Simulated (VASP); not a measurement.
# As (R-3m) in VASP: a series of runs, part 3 of 3

VASP 6.6.1.

## 5. Electric field gradients, r2SCAN

The input, POSCAR:

```
As
1.0
    1.8797494575      1.0852738553      3.4857700000
   -1.8797494575      1.0852738553      3.4857700000
    0.0000000000     -2.1705477106      3.4857700000
As
2
Direct
    0.2275400000      0.2275400000      0.2275400000
    0.7724600000      0.7724600000      0.7724600000
```

The input, INCAR.step1:

```
SYSTEM = As
  ALGO = Normal
  EDIFF = 1E-5
  ENCUT = 440
  GGA = PE
  GGA_COMPAT = .False.
  ISMEAR = -1
  LASPH = .True.
  LCHARG = .False.
  LREAL = .False.
  LWAVE = .True.
  NBANDS = 12
  NELM = 120
  PREC = Accurate
  SIGMA = 0.05
```

The input, INCAR.step2:

```
SYSTEM = As
  ALGO = Normal
  EDIFF = 1E-8
  ENCUT = 440
  GGA_COMPAT = .False.
  ISIF = 2
  ISMEAR = -1
  ISTART = 1
  LASPH = .True.
  LCHARG = .False.
  LEFG = .True.
  LMIXTAU = .True.
  LREAL = .False.
  LWAVE = .False.
  METAGGA = R2SCAN
  NBANDS = 12
  NELM = 120
  PREC = Accurate
  SIGMA = 0.05
```

The input, KPOINTS:

```
k-points
0
Gamma
  13 13 13
  0 0 0
```

Potentials or basis: VASP PAW PBE potentials, release 64 (As).

Run with:

```
cat potpaw_PBE.64/As/POTCAR > POTCAR
cp INCAR.step1 INCAR
mpirun -np 1 vasp_std > vasp.out
cp INCAR.step2 INCAR
mpirun -np 1 vasp_std > vasp.out
```

OUTCAR:

```text
SYSTEM = As
   EDIFF = 1E-8
   ENCUT = 440
   ISIF = 2
   ISMEAR = -1
   ISTART = 1
   LASPH = .True.
   LREAL = .False.
   METAGGA = R2SCAN
   NELM = 120
   PREC = Accurate

 ion  position               nearest neighbor table
   1  0.228  0.228  0.228-   2 2.52   2 2.52   2 2.52
   2  0.772  0.772  0.772-   1 2.52   1 2.52   1 2.52

  LATTYP: Found a trigonal (rhomboedric) cell.
 ALAT       =     4.1063207202
 COS(alpha) =     0.5808936906

  Lattice vectors:

 A1 = (   1.8797494575,   1.0852738553,   3.4857700000)
 A2 = (  -1.8797494575,   1.0852738553,   3.4857700000)
 A3 = (   0.0000000000,  -2.1705477106,   3.4857700000)

Analysis of symmetry for initial positions (statically):
=====================================================================
 Subroutine PRICEL returns:
 Original cell was already a primitive cell.

 Routine SETGRP: Setting up the symmetry group for a
 trigonal (rhombohedral) supercell.

 Subroutine GETGRP returns: Found 12 space group operations
 (whereof 12 operations were pure point group operations)
 out of a pool of 12 trial point group operations.

The static configuration has the point symmetry D_3d.

Analysis of symmetry for dynamics (positions and initial velocities):
=====================================================================
 Subroutine PRICEL returns:
 Original cell was already a primitive cell.

 Routine SETGRP: Setting up the symmetry group for a
 trigonal (rhombohedral) supercell.

 Subroutine GETGRP returns: Found 12 space group operations
 (whereof 12 operations were pure point group operations)
 out of a pool of 12 trial point group operations.

The dynamic configuration has the point symmetry D_3d.
[... 164 lines left out ...]
     10      12.6601      0.00000
     11      13.1825      0.00000
     12      14.6005      0.00000
[... 331 lines left out ...]
 k-point    24 :       0.4615    0.1538    0.0000
  band No.  band energies     occupation
      1      -7.9514      2.00000
      2      -5.2423      2.00000
      3       1.0126      2.00000
      4       1.7849      2.00000
      5       3.4794      2.00000
      6       7.3169      0.00000
      7       7.4701      0.00000
      8       8.5119      0.00000
      9      12.5453      0.00000
     10      15.5781      0.00000
     11      16.4102      0.00000
     12      18.1284      0.00000

 [... further k-points ...]
[... 5 lines left out ...]
  --------------------------------------------------------------------------------------
  -------------------------------------------------------------------------------------
  Total        0.4755344      0.4755344      0.4776514      0.0000000      0.0000000      0.0000000
  in kB       17.8567845     17.8567845     17.9362795      0.0000000      0.0000000      0.0000000
  external PRESSURE =      17.8832829 kB  Pullay stress =       0.0000000 kB

 VOLUME and BASIS-vectors are now :
 -----------------------------------------------------------------------------
  energy-cutoff  :      440.00
  volume of cell :       42.67
      direct lattice vectors                 reciprocal lattice vectors
     1.879749457  1.085273855  3.485770000     0.265992895  0.153571070  0.095626887
    -1.879749457  1.085273855  3.485770000    -0.265992895  0.153571070  0.095626887
     0.000000000 -2.170547711  3.485770000     0.000000000 -0.307142139  0.095626887

 POSITION                                       TOTAL-FORCE (eV/Angst)
 -----------------------------------------------------------------------------------
      0.00000      0.00000      2.37946         0.000000     -0.000000     -0.014454
      0.00000      0.00000      8.07785         0.000000      0.000000      0.014454
 -----------------------------------------------------------------------------------
    total drift:                               -0.000000      0.000000     -0.000000

  FREE ENERGIE OF THE ION-ELECTRON SYSTEM (eV)
  ---------------------------------------------------
  free  energy   TOTEN  =       -29.3735699609 eV

  energy  without entropy=      -29.3727283501  energy(sigma->0) =      -29.37314916

 Electric field gradients (V/A^2)
---------------------------------------------------------------------
 ion       V_xx      V_yy      V_zz      V_xy      V_xz      V_yz
---------------------------------------------------------------------
   1      29.632    29.632   -59.265    -0.000     0.000    -0.000
   2      29.632    29.632   -59.265    -0.000     0.000    -0.000
---------------------------------------------------------------------

 Electric field gradients after diagonalization (V/A^2)
 (convention: |V_zz| > |V_xx| > |V_yy|)
----------------------------------------------------------------------
 ion       V_xx      V_yy      V_zz     asymmetry (V_yy - V_xx)/ V_zz
----------------------------------------------------------------------
   1      29.632    29.632   -59.265       0.000
   2      29.632    29.632   -59.265       0.000
----------------------------------------------------------------------

           NMR quadrupolar parameters

 Cq : quadrupolar parameter    Cq=e*Q*V_zz/h
 eta: asymmetry parameters     (V_yy - V_xx)/ V_zz
 Q  : nuclear electric quadrupole moment in mb (millibarn)
----------------------------------------------------------------------
 ion       Cq(MHz)       eta       Q (mb)
----------------------------------------------------------------------
   1      -0.143       0.000       1.000
   2      -0.143       0.000       1.000
----------------------------------------------------------------------
```

OUTCAR.step1:

```text
SYSTEM = As
   EDIFF = 1E-5
   ENCUT = 440
   GGA = PE
   ISMEAR = -1
   LASPH = .True.
   LREAL = .False.
[... 580 lines left out ...]
      0.00000      0.00000      2.37946         0.000000      0.000000      0.283560
      0.00000      0.00000      8.07785         0.000000     -0.000000     -0.283560
 -----------------------------------------------------------------------------------
    total drift:                               -0.000000      0.000000     -0.000000

  FREE ENERGIE OF THE ION-ELECTRON SYSTEM (eV)
  ---------------------------------------------------
  free  energy   TOTEN  =        -9.3174743708 eV

  energy  without entropy=       -9.3165277348  energy(sigma->0) =       -9.31700105
```

Run time: 7.8 min. Hardware: 1 thread of Intel Xeon 6975P-C, shared host; peak memory 0.22 GiB.

Results:

```yaml
Free_energy: -29.3736 eV
Pressure: 1.8 GPa
Largest_force: 0.014 eV/Å
Band_gap_on_the_k_mesh: zero (band 5 reaches 5.79 eV, above the bottom of band 6 at 5.42 eV)
```

Forces on the atoms (eV/Å):
```
As   0.000  0.000 -0.014
As   0.000  0.000  0.014
```

Levels at points of the mesh, in eV from the Fermi level:
| k point | band 1 | band 2 | band 3 | band 4 | band 5 | band 6 | band 7 | band 8 | band 9 | band 10 |
| --- | --- | --- | --- | --- | --- | --- | --- | --- | --- | --- |
| (0.00, 0.00, 0.00) | -15.98 | -6.05 | -2.90 | -2.41 | -2.41 | 1.71 | 2.89 | 2.89 | 7.05 | 7.05 |

Electric field gradients, principal values (V/Å²):
```
atom   least  middle  greatest (by size)
1 As  29.632  29.632             -59.265
2 As  29.632  29.632             -59.265
```

Caveat: without QUAD_EFG the Cq values of the log hold for a quadrupole moment of 1 mb, not for the nuclei; the PAW data sets were made with another functional, which shifts forces and pressure a little.

## 6. Summary

```tsv
level	potentials or basis	k mesh	cutoff (eV)	second run	gap on the mesh (eV)	pressure (GPa)	largest force (eV/Å)
PBE	VASP PAW PBE potentials, release 64 (As_d)	6 × 6 × 6	520	valence_matched	none	3.6	0.12
PBE	VASP PAW PBE potentials, release 64 (As_d)	4 × 4 × 4	520	valence_matched	0.09	3.7	0.12
PBEsol	VASP PAW PBE potentials, release 64 (As)	13 × 13 × 13	400	-	none	0.5	0.24
r2SCAN	VASP PAW PBE potentials, release 64 (As)	13 × 13 × 13	440	-	none	1.8	0.01
```

Alike in all rows: task electric field gradients; no spin polarisation; cell as given; smearing fermi-dirac 0.05 eV.

Caveats: some runs use coarse meshes; the PAW data sets were made with another functional, which shifts forces and pressure a little (some runs).

Absolute energies hang on the potentials; compare differences alone.
